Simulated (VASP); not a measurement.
# Ca2Se (P-6m2) in VASP: a series of runs

The runs below take Ca2Se through single point, relaxation of cell and atoms, with PBE.

Program: VASP 6.6.1. These are calculated values, not measurements. Logs are shortened: lines on timing, memory, paths and dates and some standing lists are left out, and cuts for length are marked.

### Step 1. The cell of the first run

Symmetry: P-6m2, No. 187, hexagonal system. Conventional cell: a = 4.020 Å, b = 4.020 Å, c = 7.184 Å, α = 90.00°, β = 90.00°, γ = 120.00°. Ca (site symmetry 3m) has 3 Se at 2.96 Å and 2 Ca at 3.50 to 3.68 Å within 3.9 Å. Within 3.9 Å of Se (site symmetry -6m2) lie 6 Ca at 2.96 Å.

### Step 2. Single point, PBE

Contents of INCAR:

```
SYSTEM = Ca2Se
PREC = Accurate
ENCUT = 520
EDIFF = 1E-6
ISMEAR = 0
SIGMA = 0.1
LREAL = .False.
LASPH = .True.
NELM = 100
ALGO = Normal
ISIF = 2
LWAVE = .False.
LCHARG = .False.
GGA = PE
NBANDS = 20
```

Contents of KPOINTS:

```
Automatic mesh
0
Gamma
  12 12 8
  0 0 0
```

Contents of POSCAR:

```
Ca2Se
1.0
    4.0199794179      0.0000000000      0.0000000000
   -2.0099897089      3.4814042986      0.0000000000
    0.0000000000      0.0000000000      7.1836660437
Ca Se
2 1
Direct
    0.3333333333      0.6666666667      0.7436696495
    0.3333333333      0.6666666667      0.2563303505
    0.0000000000      0.0000000000      0.0000000000
```

Potentials or basis: VASP PAW PBE potentials, release 64 (Ca_sv, Se).

On the command line:

```
cat potpaw_PBE.64/Ca_sv/POTCAR potpaw_PBE.64/Se/POTCAR > POTCAR
mpirun -np 1 vasp_std > vasp.out
```

OUTCAR:

```text
SYSTEM = Ca2Se
   PREC = Accurate
   ENCUT = 520
   EDIFF = 1E-6
   ISMEAR = 0
   LREAL = .False.
   LASPH = .True.
   NELM = 100
   ISIF = 2
   GGA = PE

 ion  position               nearest neighbor table
   1  0.333  0.667  0.744-   3 2.96   3 2.96   3 2.96
   2  0.333  0.667  0.256-   3 2.96   3 2.96   3 2.96
   3  0.000  0.000  0.000-   1 2.96   2 2.96   1 2.96   2 2.96   1 2.96   2 2.96

  LATTYP: Found a hexagonal cell.
 ALAT       =     4.0199794179
 C/A-ratio  =     1.7869907522

  Lattice vectors:

 A1 = (   4.0199794179,   0.0000000000,   0.0000000000)
 A2 = (  -2.0099897089,   3.4814042986,   0.0000000000)
 A3 = (   0.0000000000,   0.0000000000,   7.1836660437)

Analysis of symmetry for initial positions (statically):
=====================================================================
 Subroutine PRICEL returns:
 Original cell was already a primitive cell.

 Routine SETGRP: Setting up the symmetry group for a
 hexagonal supercell.

 Subroutine GETGRP returns: Found 12 space group operations
 (whereof 12 operations were pure point group operations)
 out of a pool of 24 trial point group operations.

The static configuration has the point symmetry D_3h.

Analysis of symmetry for dynamics (positions and initial velocities):
=====================================================================
 Subroutine PRICEL returns:
 Original cell was already a primitive cell.

 Routine SETGRP: Setting up the symmetry group for a
 hexagonal supercell.

 Subroutine GETGRP returns: Found 12 space group operations
 (whereof 12 operations were pure point group operations)
 out of a pool of 24 trial point group operations.

The dynamic configuration has the point symmetry D_3h.

 Subroutine INISYM returns: Found 12 space group operations
 (whereof 12 operations are pure point group operations),
 and found     1 'primitive' translations

----------------------------------------------------------------------------------------

                                     Primitive cell

  volume of cell :     100.5367

  direct lattice vectors                    reciprocal lattice vectors
     4.019979418  0.000000000  0.000000000     0.248757493  0.143620205  0.000000000
[... 78 lines left out ...]
 SYSTEM =  Ca2Se
   PREC   = accura    normal or accurate (medium, high low for compatibility)
   ISTART =      0    job   : 0-new  1-cont  2-samecut
   ICHARG =      2    charge: 1-file 2-atom 10-const
   ISPIN  =      1    spin polarized calculation?
   LNONCOLLINEAR =      F non collinear calculations
   LSORBIT =      F    spin-orbit coupling
   LASPH  =      T    aspherical Exc in radial PAW
   ENCUT  =  520.0 eV  38.22 Ry    6.18 a.u.   7.47  7.47 13.36*2*pi/ulx,y,z
   NELM   =    100;   NELMIN=  2; NELMDL= -5     # of ELM steps
   EDIFF  = 0.1E-05   stopping-criterion for ELM
   LREAL  =      F    real-space projection
   EDIFFG = 0.1E-04   stopping-criterion for IOM
   NSW    =      0    number of steps for IOM
   IBRION =     -1    ionic relax: 0-MD 1-quasi-New 2-CG
   NFREE  =      0    steps in history (QN), initial steepest desc. (CG)
   ISIF   =      2    stress and relaxation
   ISYM   =      2    0-nonsym 1-usesym 2-fastsym
   POTIM  = 0.5000    time-step for ionic-motion
   TEBEG  =    0.0;   TEEND  =   0.0 temperature during run
   PSTRESS=    0.0 pullay stress
   NELECT =      26.0000    total number of electrons
   NUPDOWN=      -1.0000    fix difference up-down
   EMIN   =  10.00;   EMAX   =-10.00  energy-range for DOS
   EFERMI =   0.00;   METHOD = LEGACY
   ISMEAR =     0;   SIGMA  =   0.10  broadening in eV -4-tet -1-fermi 0-gaus
   EFERMI_NEDOS =   21; number of points for ismear=-14 and -15
   IALGO  =     38    algorithm
   IMIX   =      4    mixing-type and parameters
     AMIX     =   0.40;   BMIX     =  1.00
     AMIX_MAG =   1.60;   BMIX_MAG =  1.00
  volume/ion in A,a.u.               =      33.51       226.15
  Fermi-wavevector in a.u.,A,eV,Ry     =   1.043016  1.971015 14.801550  1.087883
  Thomas-Fermi vector in A             =   2.177707
   LORBIT       =      0    0 simple, 1 ext, 2 COOP (PROOUT), +10 PAW based schemes
   GGA     = PE    functional components
   LHFCALC =     F    Hartree Fock is set to
   AEXX    =    0.0000 exact exchange contribution
   IVDW    =     0    specifies the selected vdW correction
   LEPSILON=     F    determine dielectric tensor
   LRPA    =     F    only Hartree local field effects (RPA)
 non-spin polarized calculation
 Gauss-broadening in eV      SIGMA  =   0.10
  energy-cutoff  :      520.00
  volume of cell :      100.54
 maximum number of plane-waves:      2739
 NGX is ok and might be reduce to    30
   NGX = 15   NGY = 15   NGZ = 27

 number of electron      26.0000007 magnetization

 Free energy of the ion-electron system (eV)
  ---------------------------------------------------
  ext. energy  EPLUGINS =         0.00000000
  ---------------------------------------------------
  free energy    TOTEN  =       -10.74370886 eV

  energy without entropy =      -10.73978709  energy(sigma->0) =      -10.74174798

 E-fermi :   3.1261     XC(G=0):  -8.2437

 val. band max:        3.1046648872   @ k =   0.0833  -0.0000   0.3750
 cond. band min:       3.1418864519   @ k =   0.1667   0.0000   0.5000
 fundamental gap:      0.0372215647
 Fermi energy:         3.1261090874

 k-point     1 :       0.0000    0.0000    0.0000
  band No.  band energies     occupation
      1     -39.1510      2.00000
      2     -39.1361      2.00000
      3     -20.2619      2.00000
      4     -20.1204      2.00000
      5     -20.1204      2.00000
      6     -20.1020      2.00000
[... 541 lines left out ...]
     19       6.0627      0.00000
     20       6.1349      0.00000

 [... further k-points ...]
[... 5 lines left out ...]
  --------------------------------------------------------------------------------------
  -------------------------------------------------------------------------------------
  Total        0.0411404      0.0411404      0.0915884      0.0000000      0.0000000      0.0000000
  in kB        0.6556241      0.6556241      1.4595751      0.0000000      0.0000000      0.0000000
  external PRESSURE =       0.9236078 kB  Pullay stress =       0.0000000 kB

 VOLUME and BASIS-vectors are now :
 -----------------------------------------------------------------------------
  energy-cutoff  :      520.00
  volume of cell :      100.54
      direct lattice vectors                 reciprocal lattice vectors
     4.019979418  0.000000000  0.000000000     0.248757493  0.143620205  0.000000000
    -2.009989709  3.481404299  0.000000000     0.000000000  0.287240411  0.000000000
     0.000000000  0.000000000  7.183666044     0.000000000  0.000000000  0.139204689

 POSITION                                       TOTAL-FORCE (eV/Angst)
 -----------------------------------------------------------------------------------
     -0.00000      2.32094      5.34227         0.000000      0.000000     -0.014525
     -0.00000      2.32094      1.84139         0.000000      0.000000      0.014525
      0.00000      0.00000      0.00000        -0.000000      0.000000      0.000000
 -----------------------------------------------------------------------------------
    total drift:                                0.000000     -0.000000     -0.000000

  FREE ENERGIE OF THE ION-ELECTRON SYSTEM (eV)
  ---------------------------------------------------
  free  energy   TOTEN  =       -10.7437088587 eV

  energy  without entropy=      -10.7397870921  energy(sigma->0) =      -10.74174798
```

OSZICAR:

```text
N       E                     dE             d eps       ncg     rms          rms(c)
DAV:   1     0.213469976541E+03    0.21347E+03   -0.12668E+04  3800   0.118E+03
DAV:   2     0.411245127210E+01   -0.20936E+03   -0.20568E+03  4040   0.333E+02
DAV:   3    -0.100255807665E+02   -0.14138E+02   -0.13992E+02  6512   0.660E+01
DAV:   4    -0.109385872866E+02   -0.91301E+00   -0.90913E+00  5704   0.149E+01
DAV:   5    -0.109717596413E+02   -0.33172E-01   -0.33146E-01  5900   0.227E+00    0.506E+00
DAV:   6    -0.107627601180E+02    0.20900E+00   -0.49476E-01  4640   0.269E+00    0.308E+00
DAV:   7    -0.107425049487E+02    0.20255E-01   -0.29571E-01  5128   0.264E+00    0.753E-01
DAV:   8    -0.107433488822E+02   -0.84393E-03   -0.47629E-02  5640   0.968E-01    0.123E-01
DAV:   9    -0.107435403516E+02   -0.19147E-03   -0.34217E-03  5736   0.276E-01    0.772E-02
DAV:  10    -0.107437136220E+02   -0.17327E-03   -0.56678E-04  5672   0.119E-01    0.238E-02
DAV:  11    -0.107437087957E+02    0.48263E-05   -0.13928E-04  5312   0.791E-02    0.949E-03
DAV:  12    -0.107437088587E+02   -0.62916E-07   -0.68901E-06  5036   0.150E-02
   1 F= -.10743709E+02 E0= -.10741748E+02  d E =-.392177E-02
```

Wall time 88 s (1 thread of AMD EPYC 9R45 (Zen 5), shared host); peak memory 0.3 GiB.

What came out:

```yaml
Free_energy: -10.7437 eV
Pressure: 0.1 GPa
Largest_force: 0.015 eV/Å
Band_gap_on_the_k_mesh: zero (band 13 reaches 3.28 eV, above the bottom of band 14 at 2.73 eV)
```

Forces in eV/Å, atoms in the order of the input:
```
Ca   0.000  0.000 -0.015
Ca   0.000  0.000  0.015
Se   0.000  0.000  0.000
```

### Step 3. Relaxation of cell and atoms, PBE

Contents of INCAR:

```
PREC = Accurate ; ENCUT = 600
EDIFF = 1E-6 ; ISMEAR = 0
SIGMA = 0.1 ; LREAL = F
LASPH = T ; NELM = 100
ALGO = Normal ; ISIF = 3
LWAVE = F ; LCHARG = F
GGA = PE ; IBRION = 2
NSW = 100 ; EDIFFG = -0.01
```

Contents of KPOINTS:

```
Automatic mesh
0
Gamma
  12 12 8
```

POSCAR is that of step 2.

Potentials or basis: VASP PAW PBE potentials, release 64 (Ca_sv, Se).

On the command line:

```
cat potpaw_PBE.64/Ca_sv/POTCAR potpaw_PBE.64/Se/POTCAR > POTCAR
mpirun -np 1 vasp_std > vasp.out
```

Run time: 2.7 min. Hardware: 1 thread of AMD EPYC 9R45 (Zen 5), shared host; peak memory 0.36 GiB.

Results (log left out):

```yaml
Free_energy: -10.7441 eV
Relaxed_volume: 33.62 Å³/atom
Relaxed_cell: a = 4.023 Å, b = 4.023 Å, c = 7.195 Å, α = 90.00°, β = 90.00°, γ = 120.00°
Space_group_after_relaxing_to_0.05_Å: P-6m2 (No. 187)
Energy_gained_by_relaxing: 0.0 meV/atom
Ionic_steps: 2
Pressure_after_relaxing: 0.0 GPa
Largest_force_after_relaxing: 0.006 eV/Å
Band_gap_on_the_k_mesh: zero (band 13 reaches 3.26 eV, above the bottom of band 14 at 2.70 eV)
```

Forces on the atoms (eV/Å):
```
Ca   0.000  0.000  0.006
Ca   0.000  0.000 -0.006
Se   0.000  0.000  0.000
```

Step by step:
```csv
step,energy change (eV),largest force (eV/Å),pressure (GPa),volume (Å³)
1,0.0000,0.0143,0.11,100.54
2,-0.0001,0.0061,0.00,100.86
```

Final structure:
```yaml
crystal:
  lattice:
    - [4.02320, 0.00000, 0.00000]
    - [-2.01160, 3.48419, 0.00000]
    - [0.00000, 0.00000, 7.19519]
  atoms:
    - { symbol: Ca, position: [0.33333, 0.66667, 0.74357] }
    - { symbol: Ca, position: [0.33333, 0.66667, 0.25643] }
    - { symbol: Se, position: [0.00000, 0.00000, 0.00000] }
```

Levels at points of the mesh, in eV from the Fermi level:
```
           k point  band 10  band 11  band 12  band 13  band 14  band 15  band 16  band 17
(0.00, 0.00, 0.00)    -4.74    -2.61    -2.61    -2.55     0.56     1.99     1.99     2.07
(0.50, 0.00, 0.00)    -5.09    -3.95    -3.14    -0.25     0.22     0.60     0.77     2.88
(0.00, 0.00, 0.50)    -5.02    -2.60    -2.60    -1.27    -0.40     1.73     1.86     1.87
(0.50, 0.00, 0.50)    -5.04    -4.00    -3.13    -0.33     0.13     0.62     1.57     2.41
```
